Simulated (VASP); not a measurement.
# GeAs4 (Cmm2) in VASP: a series of runs, part 2 of 2

VASP 6.6.1. Earlier steps stand in the parts before.

## (3) Single point, PBE

This run uses another cell than the first one, of 34.08 Å³/atom.

INCAR

```
  ALGO = Normal
  EDIFF = 1E-6
  ENCUT = 520
  GGA = PE
  ISIF = 2
  ISMEAR = 0
  LASPH = True
  LCHARG = False
  LREAL = False
  LWAVE = False
  NBANDS = 25
  NELM = 80
  PREC = Accurate
  SIGMA = 0.01
```

KPOINTS

```
k-points
0
Gamma
  6 6 8
```

POSCAR

```
GeAs4
1.0
    3.7034845748     -4.9916646080      0.0000000000
    3.7034845748      4.9916646080      0.0000000000
    0.0000000000      0.0000000000      4.6081769327
Ge As
1 4
Direct
    0.5000000000      0.5000000000      0.8575313627
    0.2717673736      0.2717673736      0.2607544008
    0.7282326264      0.7282326264      0.2607544008
    0.6689629644      0.3310370356      0.4530293779
    0.3310370356      0.6689629644      0.4530293779
```

Potentials or basis: VASP PAW PBE potentials, release 64 (Ge_d, As).

On the command line:

```console
> cat potpaw_PBE.64/Ge_d/POTCAR potpaw_PBE.64/As/POTCAR > POTCAR
> mpirun -np 1 vasp_std > vasp.out
```

OUTCAR:

```text
EDIFF = 1E-6
   ENCUT = 520
   GGA = PE
   ISIF = 2
   ISMEAR = 0
   LASPH = True
   LREAL = False
   NELM = 80
   PREC = Accurate

 ion  position               nearest neighbor table
   1  0.500  0.500  0.858-   2 2.51   3 2.51   4 2.51   5 2.51
   2  0.272  0.272  0.261-   1 2.51   4 2.55   5 2.55
   3  0.728  0.728  0.261-   1 2.51   4 2.55   5 2.55
   4  0.669  0.331  0.453-   1 2.51   2 2.55   3 2.55
   5  0.331  0.669  0.453-   1 2.51   2 2.55   3 2.55

  LATTYP: Found a base centered orthorhombic cell.
 ALAT       =     7.4069691496
 B/A-ratio  =     1.3478291882
 C/A-ratio  =     0.6221406947

  Lattice vectors:

 A1 = (   3.7034845748,  -4.9916646080,   0.0000000000)
 A2 = (   3.7034845748,   4.9916646080,   0.0000000000)
 A3 = (   0.0000000000,   0.0000000000,   4.6081769327)

Analysis of symmetry for initial positions (statically):
=====================================================================
 Subroutine PRICEL returns:
 Original cell was already a primitive cell.

 Routine SETGRP: Setting up the symmetry group for a
 base centered orthorhombic supercell.

 Subroutine GETGRP returns: Found  4 space group operations
 (whereof  4 operations were pure point group operations)
 out of a pool of  8 trial point group operations.

The static configuration has the point symmetry C_2v.

Analysis of symmetry for dynamics (positions and initial velocities):
=====================================================================
 Subroutine PRICEL returns:
 Original cell was already a primitive cell.

 Routine SETGRP: Setting up the symmetry group for a
 base centered orthorhombic supercell.

 Subroutine GETGRP returns: Found  4 space group operations
 (whereof  4 operations were pure point group operations)
 out of a pool of  8 trial point group operations.

[... 124 lines left out ...]
   IMIX   =      4    mixing-type and parameters
     AMIX     =   0.40;   BMIX     =  1.00
     AMIX_MAG =   1.60;   BMIX_MAG =  1.00
  volume/ion in A,a.u.               =      34.08       229.95
  Fermi-wavevector in a.u.,A,eV,Ry     =   0.956671  1.807847 12.452326  0.915220
  Thomas-Fermi vector in A             =   2.085620
   LORBIT       =      0    0 simple, 1 ext, 2 COOP (PROOUT), +10 PAW based schemes
   GGA     = PE    functional components
   LHFCALC =     F    Hartree Fock is set to
   AEXX    =    0.0000 exact exchange contribution
   IVDW    =     0    specifies the selected vdW correction
   LEPSILON=     F    determine dielectric tensor
   LRPA    =     F    only Hartree local field effects (RPA)
 non-spin polarized calculation
 Gauss-broadening in eV      SIGMA  =   0.01
  energy-cutoff  :      520.00
  volume of cell :      170.38
 maximum number of plane-waves:      4639
 NGX is ok and might be reduce to    48
   NGX = 23   NGY = 23   NGZ = 17

 number of electron      33.9999999 magnetization

 Free energy of the ion-electron system (eV)
  ---------------------------------------------------
  ext. energy  EPLUGINS =         0.00000000
  ---------------------------------------------------
  free energy    TOTEN  =       -22.17631088 eV

  energy without entropy =      -22.17631088  energy(sigma->0) =      -22.17631088

 E-fermi :   1.3060     XC(G=0):  -7.5331

 val. band max:        1.2150890851   @ k =   0.5000   0.5000   0.5000
 cond. band min:       1.8136764147   @ k =   0.0000   0.0000   0.5000
 fundamental gap:      0.5985873296
 Fermi energy:         1.3059723118

 k-point     1 :       0.0000    0.0000    0.0000
  band No.  band energies     occupation
      1     -23.0763      2.00000
      2     -23.0720      2.00000
      3     -23.0686      2.00000
      4     -23.0571      2.00000
      5     -23.0511      2.00000
      6     -12.2745      2.00000
[... 661 lines left out ...]
     24       4.7219      0.00000
     25       6.4305      0.00000

 [... further k-points ...]

------------------------ aborting loop because EDIFF is reached ----------------------------------------

  FORCE on cell =-STRESS in cart. coord.  units (eV):
  Direction    XX          YY          ZZ          XY          YZ          ZX
  --------------------------------------------------------------------------------------
  -------------------------------------------------------------------------------------
  Total        0.1898088      0.1897220      0.1297953      0.0000000      0.0000000      0.0000000
  in kB        1.7848912      1.7840754      1.2205464      0.0000000      0.0000000      0.0000000
  external PRESSURE =       1.5965043 kB  Pullay stress =       0.0000000 kB

 VOLUME and BASIS-vectors are now :
 -----------------------------------------------------------------------------
  energy-cutoff  :      520.00
  volume of cell :      170.38
      direct lattice vectors                 reciprocal lattice vectors
     3.703484575 -4.991664608  0.000000000     0.135007988 -0.100166986  0.000000000
     3.703484575  4.991664608  0.000000000     0.135007988  0.100166986  0.000000000
     0.000000000  0.000000000  4.608176933     0.000000000  0.000000000  0.217005557

 POSITION                                       TOTAL-FORCE (eV/Angst)
 -----------------------------------------------------------------------------------
      3.70348      0.00000      3.95166         0.000000      0.000000      0.000473
      2.01297      0.00000      1.20160        -0.059554      0.000000     -0.009237
      5.39400      0.00000      1.20160         0.059554      0.000000     -0.009237
      3.70348     -1.68681      2.08764         0.000000     -0.057291      0.009000
      3.70348      1.68681      2.08764         0.000000      0.057291      0.009000
 -----------------------------------------------------------------------------------
    total drift:                               -0.000000     -0.000000      0.000615

  FREE ENERGIE OF THE ION-ELECTRON SYSTEM (eV)
  ---------------------------------------------------
  free  energy   TOTEN  =       -22.1763108831 eV

  energy  without entropy=      -22.1763108831  energy(sigma->0) =      -22.17631088
```

It took 3.7 min on 1 thread of Intel Xeon Platinum 8259CL at 2.50GHz (Skylake/Cascade Lake), shared host; peak memory 0.42 GiB.

What came out:

* Free energy: -22.1763 eV
* Pressure: 0.2 GPa
* Largest force: 0.060 eV/Å
* Band gap on the k mesh: 0.60 eV (least direct gap 0.70 eV)

Forces on the atoms (eV/Å):
```
Ge   0.000  0.000  0.000
As  -0.060  0.000 -0.009
As   0.060  0.000 -0.009
As   0.000 -0.057  0.009
As   0.000  0.057  0.009
```

Levels at points of the mesh, in eV from the valence-band top:
```csv
k point,band 13,band 14,band 15,band 16,band 17,band 18,band 19,band 20,band 21,band 22
"(0.00, 0.00, 0.00)",-3.48,-1.90,-1.41,-0.92,-0.61,2.33,2.46,2.59,2.98,3.44
"(0.50, 0.00, 0.00)",-2.36,-1.89,-1.67,-1.35,-0.60,1.09,2.33,2.60,2.82,3.16
"(0.50, 0.50, 0.00)",-2.42,-1.75,-1.67,-0.79,-0.53,1.05,1.52,2.62,2.77,2.96
"(0.00, 0.00, 0.50)",-3.33,-3.29,-1.02,-0.27,-0.10,0.60,2.22,3.05,3.76,3.98
"(0.50, 0.00, 0.50)",-3.41,-2.44,-1.22,-0.26,-0.19,1.17,1.87,2.70,3.10,4.24
"(0.50, 0.50, 0.50)",-2.96,-2.24,-0.44,-0.23,0.00,1.69,1.92,2.08,3.02,3.47
```

Caveat: this functional lacks dispersion, which binds layers or chains, so the pressure and a relaxed spacing across them are unreliable. A k mesh can miss the band edges.
